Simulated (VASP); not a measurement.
A run of VASP 6.6.1:

Contents of INCAR:

```
ALGO = Normal
EDIFF = 1E-6
ENCUT = 520
GGA = PS
ISIF = 2
ISMEAR = -1
LASPH = True
LCHARG = True
LELF = True
LREAL = False
LVHAR = True
LWAVE = False
NBANDS = 20
NELM = 80
PREC = Accurate
SIGMA = 0.05
```

The input KPOINTS:

```
k-points
0
Gamma
  11 11 6
```

Contents of POSCAR:

```
Tc
1.0
    2.6840659379      0.0000000000      0.0000000000
   -1.3420329689      2.3244692877      0.0000000000
    0.0000000000      0.0000000000      4.3082197061
Tc
2
Direct
    0.6666666667      0.3333333333      0.7500000000
    0.3333333333      0.6666666667      0.2500000000
```

Potentials or basis: VASP PAW PBE potentials, release 64 (Tc_pv).

Command:

```console
$ cat potpaw_PBE.64/Tc_pv/POTCAR > POTCAR
$ mpirun -np 1 vasp_std > vasp.out
```

Hardware: 1 thread of Intel(R) Xeon(R) Platinum 8259CL CPU @ 2.50GHz (Skylake/Cascade Lake), with other jobs on the host.

**Question.** How long does it take, and how much memory?

**Answer.** Run time: 21 s on 1 thread of Intel(R) Xeon(R) Platinum 8259CL CPU @ 2.50GHz (Skylake/Cascade Lake), on a shared host, peak memory 0.15 GiB. Counts: scf iterations 11, k points 64.
